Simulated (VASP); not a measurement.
# AlN (Fm-3m) in VASP: further runs

The runs below take AlN through single point, with PBEsol.

All numbers are computed with VASP 6.6.1; they aren't measurements. Logs are shortened: lines on timing, memory, paths and dates and some standing lists are left out, and cuts for length are marked.

## 1. The cell of the first run

It takes space group Fm-3m (No. 225, cubic). Conventional cell: a = 3.895 Å, b = 3.895 Å, c = 3.895 Å, α = 90.00°, β = 90.00°, γ = 90.00°. Within 2.6 Å of Al (site symmetry m-3m) lie 6 N at 1.95 Å. Within 2.6 Å of N (site symmetry m-3m) lie 6 Al at 1.95 Å.

## 2. Single point, PBEsol

Contents of INCAR:

```
PREC     = Accurate       # precision mode
ENCUT    = 520            # plane-wave cutoff, eV
EDIFF    = 1E-6           # SCF threshold, eV
ISMEAR   = 0              # smearing method
SIGMA    = 0.05           # smearing width, eV
LREAL    = F              # projectors in reciprocal space
LASPH    = T              # aspherical terms in the spheres
NELM     = 80             # most SCF steps
ALGO     = Normal         # electronic algorithm
ISIF     = 2              # what is computed and relaxed
LWAVE    = F              # write WAVECAR
LCHARG   = F              # write CHGCAR
GGA      = PS             # functional
NBANDS   = 11             # bands
```

Contents of KPOINTS:

```
regular mesh
0
Gamma
  10 10 10
```

Contents of POSCAR:

```
AlN
1.0
    0.0000000000      1.9476412417      1.9476412417
    1.9476412417      0.0000000000      1.9476412417
    1.9476412417      1.9476412417      0.0000000000
Al N
1 1
Direct
    0.5000000000      0.5000000000      0.5000000000
    0.0000000000      0.0000000000      0.0000000000
```

Potentials or basis: VASP PAW PBE potentials, release 64 (Al, N).

Command:

```
> cat potpaw_PBE.64/Al/POTCAR potpaw_PBE.64/N/POTCAR > POTCAR
> mpirun -np 1 vasp_std > vasp.out
```

OUTCAR:

```text
PREC = Accurate
   ENCUT = 520
   EDIFF = 1E-6
   ISMEAR = 0
   LREAL = F
   LASPH = T
   NELM = 80
   ISIF = 2
   GGA = PS

 ion  position               nearest neighbor table
   1  0.500  0.500  0.500-   2 1.95   2 1.95   2 1.95   2 1.95   2 1.95   2 1.95
   2  0.000  0.000  0.000-   1 1.95   1 1.95   1 1.95   1 1.95   1 1.95   1 1.95

  LATTYP: Found a face centered cubic cell.
 ALAT       =     3.8952824834

  Lattice vectors:

 A1 = (   0.0000000000,   1.9476412417,   1.9476412417)
 A2 = (   1.9476412417,   0.0000000000,   1.9476412417)
 A3 = (   1.9476412417,   1.9476412417,   0.0000000000)

Analysis of symmetry for initial positions (statically):
=====================================================================
 Subroutine PRICEL returns:
 Original cell was already a primitive cell.

 Routine SETGRP: Setting up the symmetry group for a
 face centered cubic supercell.

 Subroutine GETGRP returns: Found 48 space group operations
 (whereof 48 operations were pure point group operations)
 out of a pool of 48 trial point group operations.

The static configuration has the point symmetry O_h .

Analysis of symmetry for dynamics (positions and initial velocities):
=====================================================================
 Subroutine PRICEL returns:
 Original cell was already a primitive cell.

 Routine SETGRP: Setting up the symmetry group for a
 face centered cubic supercell.

 Subroutine GETGRP returns: Found 48 space group operations
 (whereof 48 operations were pure point group operations)
 out of a pool of 48 trial point group operations.

The dynamic configuration has the point symmetry O_h .

 Subroutine INISYM returns: Found 48 space group operations
 (whereof 48 operations are pure point group operations),
 and found     1 'primitive' translations

----------------------------------------------------------------------------------------

                                     Primitive cell

  volume of cell :      14.7760

  direct lattice vectors                    reciprocal lattice vectors
     0.000000000  1.947641242  1.947641242    -0.256720791  0.256720791  0.256720791
     1.947641242  0.000000000  1.947641242     0.256720791 -0.256720791  0.256720791
     1.947641242  1.947641242  0.000000000     0.256720791  0.256720791 -0.256720791

  length of vectors
     2.754380659  2.754380659  2.754380659     0.444653453  0.444653453  0.444653453

  position of ions in fractional coordinates (direct lattice)
     0.500000000  0.500000000  0.500000000
     0.000000000  0.000000000  0.000000000

  ion indices of the primitive-cell ions
   primitive index   ion index
                 1           1
                 2           2

----------------------------------------------------------------------------------------

 KPOINTS: regular mesh

Automatic generation of k-mesh.
 Grid dimensions read from file:
 generate k-points for:   10   10   10

 Generating k-lattice:

  Cartesian coordinates                     Fractional coordinates (reciprocal lattice)
    -0.025672079  0.025672079  0.025672079     0.100000000  0.000000000  0.000000000
     0.025672079 -0.025672079  0.025672079     0.000000000  0.100000000  0.000000000
     0.025672079  0.025672079 -0.025672079     0.000000000  0.000000000  0.100000000

  Length of vectors
     0.044465345  0.044465345  0.044465345

  Shift w.r.t. Gamma in fractional coordinates (k-lattice)
     0.000000000  0.000000000  0.000000000

 Subroutine IBZKPT returns following result:
 ===========================================

 Found     47 irreducible k-points:

 Following reciprocal coordinates:
            Coordinates               Weight
  0.000000  0.000000  0.000000      1.000000
  0.100000  0.000000  0.000000      8.000000
  0.200000  0.000000  0.000000      8.000000
  0.300000  0.000000  0.000000      8.000000
  0.400000  0.000000  0.000000      8.000000
  0.500000  0.000000  0.000000      4.000000
[... 16 lines left out ...]
  0.300000  0.300000  0.000000      6.000000
  0.400000  0.300000  0.000000     24.000000
 [... further k-points ...]
   k-points           NKPTS =     47   k-points in BZ     NKDIM =     47   number of bands    NBANDS=     11
   number of dos      NEDOS =    301   number of ions     NIONS =      2
   total plane-waves  NPLWV =   8000
   dimension x,y,z NGX =    20 NGY =   20 NGZ =   20
   dimension x,y,z NGXF=    40 NGYF=   40 NGZF=   40
   ions per type =               1   1
   NGX,Y,Z   is equivalent  to a cutoff of  12.07, 12.07, 12.07 a.u.
   NGXF,Y,Z  is equivalent  to a cutoff of  24.14, 24.14, 24.14 a.u.
 SYSTEM =  unknown system
   PREC   = accura    normal or accurate (medium, high low for compatibility)
   ISTART =      0    job   : 0-new  1-cont  2-samecut
   ICHARG =      2    charge: 1-file 2-atom 10-const
   ISPIN  =      1    spin polarized calculation?
   LNONCOLLINEAR =      F non collinear calculations
   LSORBIT =      F    spin-orbit coupling
   LASPH  =      T    aspherical Exc in radial PAW
   ENCUT  =  520.0 eV  38.22 Ry    6.18 a.u.   5.12  5.12  5.12*2*pi/ulx,y,z
   NELM   =     80;   NELMIN=  2; NELMDL= -5     # of ELM steps
   EDIFF  = 0.1E-05   stopping-criterion for ELM
   LREAL  =      F    real-space projection
   EDIFFG = 0.1E-04   stopping-criterion for IOM
   NSW    =      0    number of steps for IOM
   IBRION =     -1    ionic relax: 0-MD 1-quasi-New 2-CG
   NFREE  =      0    steps in history (QN), initial steepest desc. (CG)
   ISIF   =      2    stress and relaxation
   ISYM   =      2    0-nonsym 1-usesym 2-fastsym
   POTIM  = 0.5000    time-step for ionic-motion
   TEBEG  =    0.0;   TEEND  =   0.0 temperature during run
   PSTRESS=    0.0 pullay stress
   NELECT =       8.0000    total number of electrons
   NUPDOWN=      -1.0000    fix difference up-down
   EMIN   =  10.00;   EMAX   =-10.00  energy-range for DOS
   EFERMI =   0.00;   METHOD = LEGACY
   ISMEAR =     0;   SIGMA  =   0.05  broadening in eV -4-tet -1-fermi 0-gaus
   EFERMI_NEDOS =   21; number of points for ismear=-14 and -15
   IALGO  =     38    algorithm
   IMIX   =      4    mixing-type and parameters
     AMIX     =   0.40;   BMIX     =  1.00
     AMIX_MAG =   1.60;   BMIX_MAG =  1.00
  volume/ion in A,a.u.               =       7.39        49.86
  Fermi-wavevector in a.u.,A,eV,Ry     =   1.334297  2.521456 24.223114  1.780349
  Thomas-Fermi vector in A             =   2.463089
   LORBIT       =      0    0 simple, 1 ext, 2 COOP (PROOUT), +10 PAW based schemes
   GGA     = PS    functional components
   LHFCALC =     F    Hartree Fock is set to
   AEXX    =    0.0000 exact exchange contribution
   IVDW    =     0    specifies the selected vdW correction
   LEPSILON=     F    determine dielectric tensor
   LRPA    =     F    only Hartree local field effects (RPA)
 non-spin polarized calculation
 Gauss-broadening in eV      SIGMA  =   0.05
  energy-cutoff  :      520.00
  volume of cell :       14.78
 maximum number of plane-waves:       411
   NGX = 11   NGY = 11   NGZ = 11

 number of electron       7.9999998 magnetization

 Free energy of the ion-electron system (eV)
  ---------------------------------------------------
  ext. energy  EPLUGINS =         0.00000000
  ---------------------------------------------------
  free energy    TOTEN  =       -15.26040862 eV

  energy without entropy =      -15.26040862  energy(sigma->0) =      -15.26040862

 E-fermi :  11.7081     XC(G=0): -12.9897

 val. band max:       11.4101639671   @ k =   0.0000   0.0000   0.0000
 cond. band min:      16.3248748408   @ k =   0.5000   0.5000   0.0000
 fundamental gap:      4.9147108737
 Fermi energy:        11.7081120283

 k-point     1 :       0.0000    0.0000    0.0000
  band No.  band energies     occupation
      1      -7.2064      2.00000
      2      11.4102      2.00000
      3      11.4102      2.00000
      4      11.4102      2.00000
      5      18.7829      0.00000
      6      23.7798      0.00000
      7      23.7798      0.00000
      8      23.7798      0.00000
      9      29.1747      0.00000
     10      29.9269      0.00000
     11      29.9269      0.00000

 k-point     2 :       0.1000    0.0000    0.0000
  band No.  band energies     occupation
      1      -6.9773      2.00000
      2      10.3695      2.00000
      3      11.2585      2.00000
      4      11.2585      2.00000
      5      19.3212      0.00000
      6      22.8946      0.00000
      7      24.1414      0.00000
      8      24.1414      0.00000
      9      28.6403      0.00000
     10      28.6403      0.00000
     11      30.8260      0.00000

 k-point     3 :       0.2000    0.0000    0.0000
  band No.  band energies     occupation
      1      -6.3084      2.00000
      2       8.0720      2.00000
      3      10.8932      2.00000
      4      10.8932      2.00000
      5      19.5053      0.00000
      6      22.8624      0.00000
      7      24.5906      0.00000
      8      24.5906      0.00000
      9      27.9370      0.00000
     10      27.9370      0.00000
     11      30.6377      0.00000

 k-point     4 :       0.3000    0.0000    0.0000
  band No.  band energies     occupation
      1      -5.2711      2.00000
      2       5.5038      2.00000
      3      10.4918      2.00000
      4      10.4918      2.00000
      5      18.8424      0.00000
      6      24.0842      0.00000
      7      24.0842      0.00000
      8      24.3214      0.00000
      9      29.3833      0.00000
     10      29.3833      0.00000
     11      29.6928      0.00000
[... 239 lines left out ...]
 k-point    22 :      -0.2000    0.2000    0.0000
  band No.  band energies     occupation
      1      -4.9358      2.00000
      2       6.1553      2.00000
      3       8.0513      2.00000
      4      10.5450      2.00000
      5      21.1592      0.00000
      6      21.7851      0.00000
      7      23.5608      0.00000
      8      25.0555      0.00000
      9      26.8781      0.00000
     10      31.5969      0.00000
     11      33.7168      0.00000

 k-point    23 :       0.3000    0.3000    0.0000
  band No.  band energies     occupation
      1      -4.6631      2.00000
      2       6.2434      2.00000
      3       9.1327      2.00000
      4       9.1327      2.00000
      5      17.8385      0.00000
      6      19.4785      0.00000
      7      24.4700      0.00000
      8      28.3164      0.00000
      9      28.3164      0.00000
     10      32.9161      0.00000
     11      37.1743      0.00000

 k-point    24 :       0.4000    0.3000    0.0000
  band No.  band energies     occupation
      1      -3.7827      2.00000
      2       5.0563      2.00000
      3       8.2584      2.00000
      4       8.8445      2.00000
      5      17.7462      0.00000
      6      19.0673      0.00000
      7      24.8800      0.00000
      8      28.3525      0.00000
      9      29.2674      0.00000
     10      34.4068      0.00000
     11      37.7966      0.00000

 [... further k-points ...]
[... 5 lines left out ...]
  --------------------------------------------------------------------------------------
  -------------------------------------------------------------------------------------
  Total        3.4335339      3.4335339      3.4335339     -0.0000000      0.0000000      0.0000000
  in kB      372.3017150    372.3017150    372.3017150     -0.0000000      0.0000000      0.0000000
  external PRESSURE =     372.3017150 kB  Pullay stress =       0.0000000 kB

 VOLUME and BASIS-vectors are now :
 -----------------------------------------------------------------------------
  energy-cutoff  :      520.00
  volume of cell :       14.78
      direct lattice vectors                 reciprocal lattice vectors
     0.000000000  1.947641242  1.947641242    -0.256720791  0.256720791  0.256720791
     1.947641242  0.000000000  1.947641242     0.256720791 -0.256720791  0.256720791
     1.947641242  1.947641242  0.000000000     0.256720791  0.256720791 -0.256720791

 POSITION                                       TOTAL-FORCE (eV/Angst)
 -----------------------------------------------------------------------------------
      1.94764      1.94764      1.94764         0.000000      0.000000      0.000000
      0.00000      0.00000      0.00000         0.000000      0.000000     -0.000000
 -----------------------------------------------------------------------------------
    total drift:                                0.000000     -0.000000     -0.000000

  FREE ENERGIE OF THE ION-ELECTRON SYSTEM (eV)
  ---------------------------------------------------
  free  energy   TOTEN  =       -15.2604086205 eV

  energy  without entropy=      -15.2604086205  energy(sigma->0) =      -15.26040862
```

Wall time 6.2 s (1 thread of AMD EPYC 7R43 (Zen 3), shared host); peak memory 0.09 GiB.

Results:

```
Free energy            : -15.2604 eV
Pressure               : 37.2 GPa
Band gap on the k mesh : 4.91 eV, indirect (least direct gap 7.37 eV)
```

Levels at points of the mesh, in eV from the valence-band top:
| k point | band 1 | band 2 | band 3 | band 4 | band 5 | band 6 | band 7 | band 8 |
| --- | --- | --- | --- | --- | --- | --- | --- | --- |
| (0.00, 0.00, 0.00) | -18.62 | 0.00 | 0.00 | 0.00 | 7.37 | 12.37 | 12.37 | 12.37 |
| (0.50, 0.00, 0.00) | -14.85 | -9.12 | -1.32 | -1.32 | 6.77 | 11.83 | 11.83 | 14.91 |
| (0.50, 0.50, 0.00) | -13.69 | -8.23 | -3.12 | -3.12 | 4.91 | 5.68 | 15.38 | 18.99 |

Caveat: the PAW data sets were made with another functional, which shifts forces and pressure a little.

## 3. Single point, PBEsol

This run uses another cell than the first one, of 7.83 Å³/atom, 1.060 times its volume.

Contents of INCAR:

```
PREC = Accurate ; ENCUT = 520
EDIFF = 1E-6 ; ISMEAR = 0
SIGMA = 0.05 ; LREAL = False
LASPH = True ; NELM = 100
ALGO = Normal ; ISIF = 2
LWAVE = False ; LCHARG = False
GGA = PS ; NBANDS = 11
```

KPOINTS is that of step 2.

Contents of POSCAR:

```
AlN
1.0
    0.0000000000      1.9856472456      1.9856472456
    1.9856472456      0.0000000000      1.9856472456
    1.9856472456      1.9856472456      0.0000000000
Al N
1 1
Direct
    0.5000000000      0.5000000000      0.5000000000
    0.0000000000      0.0000000000      0.0000000000
```

Potentials or basis: VASP PAW PBE potentials, release 64 (Al, N).

Command:

```
> cat potpaw_PBE.64/Al/POTCAR potpaw_PBE.64/N/POTCAR > POTCAR
> mpirun -np 1 vasp_std > vasp.out
```

Wall time 9.3 s (1 thread of AMD EPYC 7R43 (Zen 3), shared host); peak memory 0.1 GiB.

The run converged. Its results:

```
Free energy            : -15.4056 eV
Pressure               : 16.2 GPa
Band gap on the k mesh : 5.04 eV, indirect (least direct gap 6.47 eV)
```

Levels at points of the mesh, in eV from the valence-band top:
| k point | band 2 | band 3 | band 4 | band 5 | band 6 | band 7 |
| --- | --- | --- | --- | --- | --- | --- |
| (0.00, 0.00, 0.00) | 0.00 | 0.00 | 0.00 | 6.47 | 12.19 | 12.19 |
| (0.50, 0.00, 0.00) | -8.72 | -1.20 | -1.20 | 6.39 | 11.34 | 11.34 |
| (0.50, 0.50, 0.00) | -7.82 | -2.97 | -2.97 | 5.04 | 5.08 | 14.63 |

Caveat: the PAW data sets were made with another functional, which shifts forces and pressure a little.

(Continued in part 2 of 2.)
